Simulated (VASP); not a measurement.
# Rh (C2/m) in VASP: single point with PBE

Aim: the single point of Rh with PBE.

Everything below comes from runs of VASP 6.6.1. Logs are shortened: lines on timing, memory, paths and dates and some standing lists are left out, and cuts for length are marked.

### Step 1. The cell of the first run

The structure is monoclinic, space group C2/m (No. 12). Conventional cell: a = 4.760 Å, b = 2.807 Å, c = 2.912 Å, α = 90.00°, β = 126.73°, γ = 90.00°. Rh (site symmetry 2/m) has 12 Rh at 2.76 to 2.91 Å within 3.6 Å.

### Step 2. Single point, PBE (strained)

File INCAR:

```
SYSTEM = Rh
  PREC = Accurate
  ENCUT = 520
  EDIFF = 1E-6
  ISMEAR = 0
  SIGMA = 0.1
  LREAL = .FALSE.
  LASPH = .TRUE.
  NELM = 80
  ALGO = Fast
  ISIF = 2
  LWAVE = .FALSE.
  LCHARG = .TRUE.
  GGA = PE
  LELF = .TRUE.
  LVHAR = .TRUE.
  NBANDS = 14
```

File KPOINTS:

```
Automatic mesh
0
G
  16 16 16
  0 0 0
```

File POSCAR:

```
Rh
1.0
    0.0249483360      2.0099573655      1.8958643655
    2.0099573655      0.0249483360      1.8958643655
    2.0587131075      2.0587131075     -0.0238074060
Rh
1
Direct
    0.0000000000      0.0000000000      0.0000000000
```

Potentials or basis: VASP PAW PBE potentials, release 64 (Rh_pv).

Run with:

```bash
cat potpaw_PBE.64/Rh_pv/POTCAR > POTCAR
mpirun -np 1 vasp_std > vasp.out
```

OUTCAR:

```text
SYSTEM = Rh
   PREC = Accurate
   ENCUT = 520
   EDIFF = 1E-6
   ISMEAR = 0
   LREAL = .FALSE.
   LASPH = .TRUE.
   NELM = 80
   ISIF = 2
   GGA = PE

 ion  position               nearest neighbor table
   1  0.000  0.000  0.000-

  LATTYP: Found a base centered monoclinic cell.
 ALAT       =     4.7601354180
 B/A-ratio  =     0.5897367290
 C/A-ratio  =     0.6116543078
 COS(beta)  =    -0.5980272275

  Lattice vectors:

 A1 = (  -0.0249483360,  -2.0099573655,  -1.8958643655)
 A2 = (  -2.0099573655,  -0.0249483360,  -1.8958643655)
 A3 = (   2.0587131075,   2.0587131075,  -0.0238074060)

Analysis of symmetry for initial positions (statically):
=====================================================================
 Subroutine PRICEL returns:
 Original cell was already a primitive cell.

 Routine SETGRP: Setting up the symmetry group for a
 base centered monoclinic supercell.

 Subroutine GETGRP returns: Found  4 space group operations
 (whereof  4 operations were pure point group operations)
 out of a pool of  4 trial point group operations.

The static configuration has the point symmetry C_2h.

Analysis of symmetry for dynamics (positions and initial velocities):
=====================================================================
 Subroutine PRICEL returns:
 Original cell was already a primitive cell.

 Routine SETGRP: Setting up the symmetry group for a
 base centered monoclinic supercell.

 Subroutine GETGRP returns: Found  4 space group operations
 (whereof  4 operations were pure point group operations)
 out of a pool of  4 trial point group operations.

The dynamic configuration has the point symmetry C_2h.

 Subroutine INISYM returns: Found  4 space group operations
 (whereof  4 operations are pure point group operations),
 and found     1 'primitive' translations

----------------------------------------------------------------------------------------

                                     Primitive cell

  volume of cell :      15.5913

  direct lattice vectors                    reciprocal lattice vectors
     0.024948336  2.009957366  1.895864366    -0.250372502  0.253403544  0.262105278
     2.009957366  0.024948336  1.895864366     0.253403544 -0.250372502  0.262105278
     2.058713108  2.058713108 -0.023807406     0.241372173  0.241372173 -0.259074236

  length of vectors
     2.763123726  2.763123726  2.911557334     0.442265670  0.442265670  0.428532976

  position of ions in fractional coordinates (direct lattice)
     0.000000000  0.000000000  0.000000000

  ion indices of the primitive-cell ions
   primitive index   ion index
                 1           1

[... 77 lines left out ...]
   ISIF   =      2    stress and relaxation
   ISYM   =      2    0-nonsym 1-usesym 2-fastsym
   POTIM  = 0.5000    time-step for ionic-motion
   TEBEG  =    0.0;   TEEND  =   0.0 temperature during run
   PSTRESS=    0.0 pullay stress
   NELECT =      15.0000    total number of electrons
   NUPDOWN=      -1.0000    fix difference up-down
   EMIN   =  10.00;   EMAX   =-10.00  energy-range for DOS
   EFERMI =   0.00;   METHOD = LEGACY
   ISMEAR =     0;   SIGMA  =   0.10  broadening in eV -4-tet -1-fermi 0-gaus
   EFERMI_NEDOS =   21; number of points for ismear=-14 and -15
   IALGO  =     68    algorithm
   IMIX   =      4    mixing-type and parameters
     AMIX     =   0.40;   BMIX     =  1.00
     AMIX_MAG =   1.60;   BMIX_MAG =  1.00
  volume/ion in A,a.u.               =      15.59       105.22
  Fermi-wavevector in a.u.,A,eV,Ry     =   1.616135  3.054053 35.536969  2.611894
  Thomas-Fermi vector in A             =   2.710771
   LORBIT       =      0    0 simple, 1 ext, 2 COOP (PROOUT), +10 PAW based schemes
   GGA     = PE    functional components
   LHFCALC =     F    Hartree Fock is set to
   AEXX    =    0.0000 exact exchange contribution
   IVDW    =     0    specifies the selected vdW correction
   LEPSILON=     F    determine dielectric tensor
   LRPA    =     F    only Hartree local field effects (RPA)
 non-spin polarized calculation
 RMM-DIIS sequential band-by-band and
 Gauss-broadening in eV      SIGMA  =   0.10
  energy-cutoff  :      520.00
  volume of cell :       15.59
 maximum number of plane-waves:       434
 NGX is ok and might be reduce to    24
   NGX = 11   NGY = 11   NGZ = 11

 number of electron      15.0000001 magnetization

 Free energy of the ion-electron system (eV)
  ---------------------------------------------------
  ext. energy  EPLUGINS =         0.00000000
  ---------------------------------------------------
  free energy    TOTEN  =        -7.12817300 eV

  energy without entropy =       -7.11873367  energy(sigma->0) =       -7.12345334

 E-fermi :   9.7226     XC(G=0): -13.2323

 val. band max:        9.7221173183   @ k =  -0.0625   0.1250   0.2500
 cond. band min:       9.7238323777   @ k =   0.1875  -0.0000   0.3125
 fundamental gap:      0.0017150595
 Fermi energy:         9.7225664989

 k-point     1 :       0.0000    0.0000    0.0000
  band No.  band energies     occupation
      1     -36.4300      2.00000
      2     -36.4171      2.00000
      3     -36.3989      2.00000
      4       2.6846      2.00000
      5       6.8807      2.00000
      6       7.2343      2.00000
      7       7.5369      2.00000
      8       8.6210      2.00000
      9       9.2187      2.00000
     10      25.7767      0.00000
     11      29.4846      0.00000
     12      30.5705      0.00000
     13      30.6607      0.00000
     14      31.5934      0.00000
[... 377 lines left out ...]
      1     -36.4745      2.00000
      2     -36.4224      2.00000
      3     -36.4128      2.00000
      4       3.0545      2.00000
      5       7.0129      2.00000
      6       7.0834      2.00000
      7       7.7314      2.00000
      8       8.4732      2.00000
      9       9.1696      2.00000
     10      26.2889      0.00000
     11      29.0249      0.00000
     12      30.1914      0.00000
     13      30.6614      0.00000
     14      31.3525      0.00000

 [... further k-points ...]
[... 5 lines left out ...]
  --------------------------------------------------------------------------------------
  -------------------------------------------------------------------------------------
  Total       -2.2045923     -2.2045923     -1.3614492     -0.3283811      0.1481818      0.1481818
  in kB     -226.5459536   -226.5459536   -139.9037881    -33.7447458     15.2273026     15.2273037
  external PRESSURE =    -197.6652318 kB  Pullay stress =       0.0000000 kB

 VOLUME and BASIS-vectors are now :
 -----------------------------------------------------------------------------
  energy-cutoff  :      520.00
  volume of cell :       15.59
      direct lattice vectors                 reciprocal lattice vectors
     0.024948336  2.009957366  1.895864366    -0.250372502  0.253403544  0.262105278
     2.009957366  0.024948336  1.895864366     0.253403544 -0.250372502  0.262105278
     2.058713108  2.058713108 -0.023807406     0.241372173  0.241372173 -0.259074236

 POSITION                                       TOTAL-FORCE (eV/Angst)
 -----------------------------------------------------------------------------------
      0.00000      0.00000      0.00000        -0.000000      0.000000     -0.000000
 -----------------------------------------------------------------------------------
    total drift:                               -0.000000      0.000000     -0.000000

  FREE ENERGIE OF THE ION-ELECTRON SYSTEM (eV)
  ---------------------------------------------------
  free  energy   TOTEN  =        -7.1281729981 eV

  energy  without entropy=       -7.1187336746  energy(sigma->0) =       -7.12345334
```

stdout:

```text
POSCAR found type information on POSCAR Rh
 POSCAR found :  1 types and       1 ions
 scaLAPACK will be used
 LDA part: xc-table for (Slater+PW92), standard interpolation
 POSCAR, INCAR and KPOINTS ok, starting setup
 FFT: planning ... GRIDC
 FFT: planning ... GRID_SOFT
 FFT: planning ... GRID
 WAVECAR not read
 entering main loop
```

Wall time 10 min (1 thread of AMD EPYC 7R13, shared host); peak memory 0.29 GiB.

Results:

* Free energy: -7.1282 eV
* Pressure: -19.8 GPa

Levels at points of the mesh, in eV from the Fermi level:
```csv
k point,band 5,band 6,band 7,band 8,band 9,band 10
"(0.00, 0.00, 0.00)",-2.84,-2.49,-2.19,-1.10,-0.50,16.05
"(0.50, 0.00, 0.00)",-3.02,-2.14,0.44,0.58,1.08,7.73
"(0.50, 0.50, 0.00)",-4.92,0.42,0.82,0.85,3.94,11.31
"(0.00, 0.00, 0.50)",-2.70,-2.34,0.22,0.59,0.67,7.08
"(0.50, 0.00, 0.50)",-4.85,0.36,0.64,0.98,2.81,10.31
"(0.50, 0.50, 0.50)",-2.60,-2.47,0.17,0.69,0.88,7.43
```

Caveat: the cell differs from its parent crystal (strained).
